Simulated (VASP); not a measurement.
Crystal: SbTe2I.

```
Sb Te I
1.0
     5.43239    0.00000    0.00000
    -2.71619    4.70459    0.00000
     0.00000    0.00000    6.64444
Sb Te I
1 2 1
Direct
  0.00000 0.00000 0.00000
  0.33333 0.66667 0.00000
  0.66667 0.33333 0.00000
  0.00000 0.00000 0.50000
```

The cell was built from a structure type or drawn by symmetry, and may not be a known phase.

* Program: VASP 6.6.1
* Task: relaxation of cell and atoms
* Functional: PBE
* Potentials or basis: VASP PAW PBE potentials, release 64 (Sb, Te, I)
* Cutoff: 600 eV
* k mesh: 6 × 6 × 4
* Occupations: gaussian, width 0.1 eV
* Spin: no spin polarisation

At the start: pressure 0.4 GPa; volume 42.45 Å³/atom.

Question: How do energy, volume and symmetry change on relaxing?

Answer: Over 6 steps the energy falls by 55.4 meV/atom and the volume is 41.04 Å³/atom (-3.3 %); space group P6/mmm (No. 191, to 0.1 Å) before and after.

The path:
| step | energy change (eV) | largest force (eV/Å) | pressure (GPa) | volume (Å³) |
| --- | --- | --- | --- | --- |
| 1 | 0.0000 | 0.0000 | 0.35 | 169.81 |
| 2 | -0.1830 | 0.0000 | -1.13 | 171.78 |
| 3 | -0.1870 | 0.0000 | -1.27 | 172.01 |
| 4 | -0.2203 | 0.0000 | 0.01 | 163.88 |
| 5 | -0.2207 | 0.0000 | -0.12 | 164.60 |
| 6 | -0.2215 | 0.0000 | 0.01 | 164.17 |

Final structure:
```
Sb Te I
1.0
     5.55524    0.00000    0.00000
    -2.77762    4.81098    0.00000
     0.00000    0.00000    6.14266
Sb Te I
1 2 1
Direct
  0.00000 0.00000 0.00000
  0.33333 0.66667 0.00000
  0.66667 0.33333 0.00000
  0.00000 0.00000 0.50000
```
